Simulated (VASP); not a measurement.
# Si2Ni (fluorite type) (Fm-3m) in VASP: notebook

Runs on Si2Ni (fluorite type). Level: PBEsol. Tasks: relaxation of cell and atoms, single point.

Program: VASP 6.6.1. These are calculated values, not measurements. Logs are shortened: lines on timing, memory, paths and dates and some standing lists are left out, and cuts for length are marked.

### Step 1. The cell of the first run

It takes space group Fm-3m (No. 225, cubic). Conventional cell: a = 5.317 Å, b = 5.317 Å, c = 5.317 Å, α = 90.00°, β = 90.00°, γ = 90.00°. Within 3.0 Å of Ni (site symmetry m-3m) lie 8 Si at 2.30 Å. Within 3.0 Å of Si (site symmetry -43m) lie 4 Ni at 2.30 Å and 6 Si at 2.66 Å.

### Step 2. Relaxation of cell and atoms, PBEsol

File INCAR:

```
PREC = Accurate
ENCUT = 600
EDIFF = 1E-6
ISMEAR = -1
SIGMA = 0.05
LREAL = False
LASPH = True
NELM = 60
ALGO = Normal
ISIF = 3
LWAVE = False
LCHARG = False
GGA = PS
IBRION = 2
NSW = 60
EDIFFG = -0.005
```

File KPOINTS:

```
regular mesh
0
Gamma
  11 11 11
```

File POSCAR:

```
Si2Ni
1.0
    0.0000000000      2.6586821493      2.6586821493
    2.6586821493      0.0000000000      2.6586821493
    2.6586821493      2.6586821493      0.0000000000
Ni Si
1 2
Direct
    0.0000000000      0.0000000000      0.0000000000
    0.2500000000      0.2500000000      0.2500000000
    0.7500000000      0.7500000000      0.7500000000
```

Potentials or basis: VASP PAW PBE potentials, release 64 (Ni, Si).

Command:

```sh
cat potpaw_PBE.64/Ni/POTCAR potpaw_PBE.64/Si/POTCAR > POTCAR
mpirun -np 1 vasp_std > vasp.out
```

OUTCAR:

```text
PREC = Accurate
   ENCUT = 600
   EDIFF = 1E-6
   ISMEAR = -1
   LREAL = False
   LASPH = True
   NELM = 60
   ISIF = 3
   GGA = PS
   IBRION = 2
   NSW = 60
   EDIFFG = -0.005

 ion  position               nearest neighbor table
   1  0.000  0.000  0.000-   3 2.30   3 2.30   3 2.30   2 2.30   3 2.30   2 2.30   2 2.30   2 2.30

   2  0.250  0.250  0.250-   1 2.30   1 2.30   1 2.30   1 2.30   3 2.66   3 2.66   3 2.66   3 2.66
                             3 2.66   3 2.66
   3  0.750  0.750  0.750-   1 2.30   1 2.30   1 2.30   1 2.30   2 2.66   2 2.66   2 2.66   2 2.66
                             2 2.66   2 2.66

  LATTYP: Found a face centered cubic cell.
 ALAT       =     5.3173642986

  Lattice vectors:

 A1 = (   0.0000000000,   2.6586821493,   2.6586821493)
 A2 = (   2.6586821493,   0.0000000000,   2.6586821493)
 A3 = (   2.6586821493,   2.6586821493,   0.0000000000)

Analysis of symmetry for initial positions (statically):
=====================================================================
 Subroutine PRICEL returns:
 Original cell was already a primitive cell.

 Routine SETGRP: Setting up the symmetry group for a
 face centered cubic supercell.

 Subroutine GETGRP returns: Found 48 space group operations
 (whereof 48 operations were pure point group operations)
 out of a pool of 48 trial point group operations.

The static configuration has the point symmetry O_h .

Analysis of symmetry for dynamics (positions and initial velocities):
=====================================================================
 Subroutine PRICEL returns:
 Original cell was already a primitive cell.

 Routine SETGRP: Setting up the symmetry group for a
 face centered cubic supercell.

 Subroutine GETGRP returns: Found 48 space group operations
 (whereof 48 operations were pure point group operations)
 out of a pool of 48 trial point group operations.

The dynamic configuration has the point symmetry O_h .

 Subroutine INISYM returns: Found 48 space group operations
 (whereof 48 operations are pure point group operations),
 and found     1 'primitive' translations

----------------------------------------------------------------------------------------

                                     Primitive cell

  volume of cell :      37.5863

  direct lattice vectors                    reciprocal lattice vectors
     0.000000000  2.658682149  2.658682149    -0.188063097  0.188063097  0.188063097
     2.658682149  0.000000000  2.658682149     0.188063097 -0.188063097  0.188063097
     2.658682149  2.658682149  0.000000000     0.188063097  0.188063097 -0.188063097

  length of vectors
     3.759944354  3.759944354  3.759944354     0.325734840  0.325734840  0.325734840

  position of ions in fractional coordinates (direct lattice)
     0.000000000  0.000000000  0.000000000
     0.250000000  0.250000000  0.250000000
     0.750000000  0.750000000  0.750000000

  ion indices of the primitive-cell ions
   primitive index   ion index
                 1           1
                 2           2
                 3           3

----------------------------------------------------------------------------------------

 KPOINTS: regular mesh

Automatic generation of k-mesh.
 Grid dimensions read from file:
 generate k-points for:   11   11   11

 Generating k-lattice:

  Cartesian coordinates                     Fractional coordinates (reciprocal lattice)
    -0.017096645  0.017096645  0.017096645     0.090909091  0.000000000  0.000000000
     0.017096645 -0.017096645  0.017096645     0.000000000  0.090909091  0.000000000
     0.017096645  0.017096645 -0.017096645     0.000000000  0.000000000  0.090909091

  Length of vectors
     0.029612258  0.029612258  0.029612258

  Shift w.r.t. Gamma in fractional coordinates (k-lattice)
     0.000000000  0.000000000  0.000000000

 Subroutine IBZKPT returns following result:
 ===========================================

 Found     56 irreducible k-points:

 Following reciprocal coordinates:
            Coordinates               Weight
  0.000000  0.000000  0.000000      1.000000
  0.090909  0.000000  0.000000      8.000000
  0.181818  0.000000  0.000000      8.000000
  0.272727  0.000000  0.000000      8.000000
  0.363636  0.000000  0.000000      8.000000
  0.454545  0.000000  0.000000      8.000000
[... 16 lines left out ...]
 -0.272727  0.181818  0.000000     24.000000
 -0.181818  0.181818  0.000000     12.000000
 [... further k-points ...]
   k-points           NKPTS =     56   k-points in BZ     NKDIM =     56   number of bands    NBANDS=     13
   number of dos      NEDOS =    301   number of ions     NIONS =      3
   total plane-waves  NPLWV =  27000
   dimension x,y,z NGX =    30 NGY =   30 NGZ =   30
   dimension x,y,z NGXF=    60 NGYF=   60 NGZF=   60
   ions per type =               1   2
   NGX,Y,Z   is equivalent  to a cutoff of  13.26, 13.26, 13.26 a.u.
   NGXF,Y,Z  is equivalent  to a cutoff of  26.53, 26.53, 26.53 a.u.
 SYSTEM =  unknown system
   PREC   = accura    normal or accurate (medium, high low for compatibility)
   ISTART =      0    job   : 0-new  1-cont  2-samecut
   ICHARG =      2    charge: 1-file 2-atom 10-const
   ISPIN  =      1    spin polarized calculation?
   LNONCOLLINEAR =      F non collinear calculations
   LSORBIT =      F    spin-orbit coupling
   LASPH  =      T    aspherical Exc in radial PAW
   ENCUT  =  600.0 eV  44.10 Ry    6.64 a.u.   7.51  7.51  7.51*2*pi/ulx,y,z
   NELM   =     60;   NELMIN=  2; NELMDL= -5     # of ELM steps
   EDIFF  = 0.1E-05   stopping-criterion for ELM
   LREAL  =      F    real-space projection
   EDIFFG = -.5E-02   stopping-criterion for IOM
   NSW    =     60    number of steps for IOM
   IBRION =      2    ionic relax: 0-MD 1-quasi-New 2-CG
   NFREE  =      1    steps in history (QN), initial steepest desc. (CG)
   ISIF   =      3    stress and relaxation
   ISYM   =      2    0-nonsym 1-usesym 2-fastsym
   POTIM  = 0.5000    time-step for ionic-motion
   TEBEG  =    0.0;   TEEND  =   0.0 temperature during run
   PSTRESS=    0.0 pullay stress
   NELECT =      18.0000    total number of electrons
   NUPDOWN=      -1.0000    fix difference up-down
   EMIN   =  10.00;   EMAX   =-10.00  energy-range for DOS
   EFERMI =   0.00;   METHOD = LEGACY
   ISMEAR =    -1;   SIGMA  =   0.05  broadening in eV -4-tet -1-fermi 0-gaus
   EFERMI_NEDOS =   21; number of points for ismear=-14 and -15
   IALGO  =     38    algorithm
   IMIX   =      4    mixing-type and parameters
     AMIX     =   0.40;   BMIX     =  1.00
     AMIX_MAG =   1.60;   BMIX_MAG =  1.00
  volume/ion in A,a.u.               =      12.53        84.55
  Fermi-wavevector in a.u.,A,eV,Ry     =   1.280823  2.420405 22.320474  1.640509
  Thomas-Fermi vector in A             =   2.413229
   LORBIT       =      0    0 simple, 1 ext, 2 COOP (PROOUT), +10 PAW based schemes
   GGA     = PS    functional components
   LHFCALC =     F    Hartree Fock is set to
   AEXX    =    0.0000 exact exchange contribution
   IVDW    =     0    specifies the selected vdW correction
   LEPSILON=     F    determine dielectric tensor
   LRPA    =     F    only Hartree local field effects (RPA)
 conjugate gradient relaxation of ions
 non-spin polarized calculation
  energy-cutoff  :      600.00
  volume of cell :       37.59
 maximum number of plane-waves:      1275
 NGX is ok and might be reduce to    30
   NGX = 15   NGY = 15   NGZ = 15

--------------------------------------- Ionic step        1  -------------------------------------------

 number of electron      18.0000008 magnetization

 Free energy of the ion-electron system (eV)
  ---------------------------------------------------
  ext. energy  EPLUGINS =         0.00000000
  ---------------------------------------------------
  free energy    TOTEN  =       -18.94988363 eV

  energy without entropy =      -18.94197120  energy(sigma->0) =      -18.94592741

------------------------ aborting loop because EDIFF is reached ----------------------------------------

  FORCE on cell =-STRESS in cart. coord.  units (eV):
  Direction    XX          YY          ZZ          XY          YZ          ZX
  --------------------------------------------------------------------------------------
  -------------------------------------------------------------------------------------
  Total        1.6690509      1.6690509      1.6690509     -0.0000000     -0.0000000      0.0000000
  in kB       71.1460709     71.1460709     71.1460709     -0.0000000     -0.0000000      0.0000000
  external PRESSURE =      71.1460709 kB  Pullay stress =       0.0000000 kB
[... 22 lines left out ...]
  energy  without entropy=      -18.9419711979  energy(sigma->0) =      -18.94592741

--------------------------------------- Ionic step        2  -------------------------------------------

 number of electron      17.9999994 magnetization

 E-fermi :   9.8729     XC(G=0): -11.5629

 val. band max:        9.8507503243   @ k =   0.2727   0.1818   0.0000
 cond. band min:       9.8812171556   @ k =   0.4545   0.3636   0.0909
 fundamental gap:      0.0304668312
 Fermi energy:         9.8729268858

 k-point     1 :       0.0000    0.0000    0.0000
  band No.  band energies     occupation
      1      -3.6454      2.00000
      2       4.9005      2.00000
      3       4.9005      2.00000
      4       4.9005      2.00000
      5       6.5631      2.00000
      6       6.5631      2.00000
      7       9.4267      1.99973
      8      11.5963      0.00000
      9      11.5963      0.00000
     10      11.5963      0.00000
     11      12.2291      0.00000
     12      12.2291      0.00000
     13      12.2291      0.00000
[... 402 lines left out ...]
  energy  without entropy=      -18.9483064328  energy(sigma->0) =      -18.95227365

--------------------------------------- Ionic step        3  -------------------------------------------

 number of electron      17.9999991 magnetization

 Free energy of the ion-electron system (eV)
  ---------------------------------------------------
  ext. energy  EPLUGINS =         0.00000000
  ---------------------------------------------------
  free energy    TOTEN  =       -18.98428694 eV

  energy without entropy =      -18.97668326  energy(sigma->0) =      -18.98048510

 E-fermi :  10.4839     XC(G=0): -11.7346

 val. band max:       10.4313806642   @ k =  -0.4545   0.4545   0.0909
 cond. band min:      10.4884287463   @ k =   0.2727   0.1818   0.0000
 fundamental gap:      0.0570480821
 Fermi energy:        10.4838510265

 k-point     1 :       0.0000    0.0000    0.0000
  band No.  band energies     occupation
      1      -3.4497      2.00000
      2       5.2095      2.00000
      3       5.2095      2.00000
      4       5.2095      2.00000
      5       6.9119      2.00000
      6       6.9119      2.00000
      7      10.2725      1.97124
      8      12.2014      0.00000
      9      12.2014      0.00000
     10      12.2014      0.00000
     11      12.7200      0.00000
     12      12.7200      0.00000
     13      12.7200      0.00000
[... 398 lines left out ...]
  FREE ENERGIE OF THE ION-ELECTRON SYSTEM (eV)
  ---------------------------------------------------
  free  energy   TOTEN  =       -18.9842869433 eV

  energy  without entropy=      -18.9766832637  energy(sigma->0) =      -18.98048510

 reached required accuracy - stopping structural energy minimisation
```

It took 2.4 min on 1 thread of Intel Xeon 8259CL, shared host; peak memory 0.2 GiB.

Results:

```
Free energy                            : -18.9843 eV
Relaxed volume                         : 13.06 Å³/atom
Relaxed cell                           : a = 3.813 Å, b = 3.813 Å, c = 3.813 Å, α = 60.00°, β = 60.00°, γ = 60.00°
Space group after relaxing (to 0.05 Å) : Fm-3m (No. 225)
Energy gained by relaxing              : 11.5 meV/atom
Ionic steps                            : 3
Pressure after relaxing                : 0.0 GPa
Band gap on the k mesh                 : zero (band 9 reaches 12.20 eV, above the bottom of band 10 at 10.07 eV)
```

The path:
```csv
step,energy change (eV),largest force (eV/Å),pressure (GPa),volume (Å³)
1,0.0000,0.0000,7.11,37.59
2,-0.0064,0.0000,-5.75,40.69
3,-0.0344,0.0000,0.00,39.19
```

Final structure:
```cif
data_structure
_symmetry_space_group_name_H-M 'P 1'
_symmetry_Int_Tables_number 1
_cell_length_a 3.8125
_cell_length_b 3.8125
_cell_length_c 3.8125
_cell_angle_alpha 60.000
_cell_angle_beta 60.000
_cell_angle_gamma 60.000
_cell_volume 39.19
loop_
_atom_site_label
_atom_site_type_symbol
_atom_site_fract_x
_atom_site_fract_y
_atom_site_fract_z
_atom_site_occupancy
Ni1 Ni 0.00000 0.00000 0.00000 1
Si1 Si 0.25000 0.25000 0.25000 1
Si2 Si 0.75000 0.75000 0.75000 1
```

Caveat: the PAW data sets were made with another functional, which shifts forces and pressure a little.

### Step 3. Single point, PBEsol (volume scaled by 0.62)

File INCAR:

```
  PREC = Accurate
  ENCUT = 520
  EDIFF = 1E-6
  ISMEAR = -1
  SIGMA = 0.05
  LREAL = F
  LASPH = T
  NELM = 80
  ALGO = Normal
  ISIF = 2
  LWAVE = F
  LCHARG = F
  GGA = PS
  NBANDS = 16
```

KPOINTS is that of step 2.

File POSCAR:

```
Si2Ni
1.0
    0.0000000000      2.2978531488      2.2978531488
    2.2978531488      0.0000000000      2.2978531488
    2.2978531488      2.2978531488      0.0000000000
Ni Si
1 2
Direct
    0.0000000000      0.0000000000      0.0000000000
    0.2500000000      0.2500000000      0.2500000000
    0.7500000000      0.7500000000      0.7500000000
```

Potentials or basis: VASP PAW PBE potentials, release 64 (Ni, Si).

Command:

```sh
cat potpaw_PBE.64/Ni/POTCAR potpaw_PBE.64/Si/POTCAR > POTCAR
mpirun -np 1 vasp_std > vasp.out
```

It took 17 s on 1 thread of Intel Xeon 8259CL, shared host; peak memory 0.15 GiB.

Results (log left out):

```
Free energy            : -12.2036 eV
Pressure               : 223.7 GPa
Band gap on the k mesh : zero (band 9 reaches 20.47 eV, above the bottom of band 10 at 19.36 eV)
```

Levels at points of the mesh, in eV from the Fermi level:
```csv
k point,band 5,band 6,band 7,band 8,band 9,band 10,band 11,band 12,band 13,band 14
"(0.00, 0.00, 0.00)",-7.57,-7.57,0.57,0.57,0.57,2.30,2.30,2.30,4.53,6.03
```

Caveat: the cell differs from its parent crystal (volume scaled by 0.62); the PAW data sets were made with another functional, which shifts forces and pressure a little.

### Step 4. Single point, PBEsol (volume scaled by 0.72)

File INCAR:

```
SYSTEM = Si2Ni
  PREC = Accurate
  ENCUT = 520
  EDIFF = 1E-6
  ISMEAR = -1
  SIGMA = 0.05
  LREAL = .FALSE.
  LASPH = .TRUE.
  NELM = 60
  ALGO = Normal
  ISIF = 2
  LWAVE = .FALSE.
  LCHARG = .FALSE.
  GGA = PS
  NBANDS = 16
```

File KPOINTS:

```
regular mesh
0
G
  11 11 11
  0 0 0
```

File POSCAR:

```
Si2Ni
1.0
    0.0000000000      2.4152895702      2.4152895702
    2.4152895702      0.0000000000      2.4152895702
    2.4152895702      2.4152895702      0.0000000000
Ni Si
1 2
Direct
    0.0000000000      0.0000000000      0.0000000000
    0.2500000000      0.2500000000      0.2500000000
    0.7500000000      0.7500000000      0.7500000000
```

Command:

```sh
cat potpaw_PBE.64/Ni/POTCAR potpaw_PBE.64/Si/POTCAR > POTCAR
mpirun -np 1 vasp_std > vasp.out
```

Wall time 37 s (1 thread of Intel Xeon 8259CL, shared host); peak memory 0.17 GiB.

The run converged. Its results:

```
Free energy            : -16.1559 eV
Pressure               : 111.6 GPa
Band gap on the k mesh : zero (band 9 reaches 17.62 eV, above the bottom of band 10 at 16.40 eV)
```

Levels at points of the mesh, in eV from the Fermi level:
| k point | band 7 | band 8 | band 9 | band 10 | band 11 | band 12 |
| --- | --- | --- | --- | --- | --- | --- |
| (0.00, 0.00, 0.00) | 1.02 | 1.02 | 1.02 | 1.88 | 1.88 | 1.88 |

Caveat: the cell differs from its parent crystal (volume scaled by 0.72); the PAW data sets were made with another functional, which shifts forces and pressure a little. Spin polarisation is off, so any magnetic state and its effect on volume and gap are missing.

### Step 5. Summary

```csv
task,cell,cutoff (eV),gap on the mesh (eV),pressure (GPa)
relaxation of cell and atoms,"relaxed from a = 3.760 Å, angles 60.0°, 3 atoms",600,none,0.0
single point,"a = 3.250 Å, angles 60.0°, 3 atoms",520,none,223.7
single point,"a = 3.416 Å, angles 60.0°, 3 atoms",520,none,111.6
```

Alike in all rows: level PBEsol; potentials or basis VASP PAW PBE potentials, release 64 (Ni, Si); no spin polarisation; k mesh 11 × 11 × 11; smearing fermi-dirac 0.05 eV.

Caveats: the PAW data sets were made with another functional, which shifts forces and pressure a little.

Absolute energies hang on the potentials; compare differences alone.
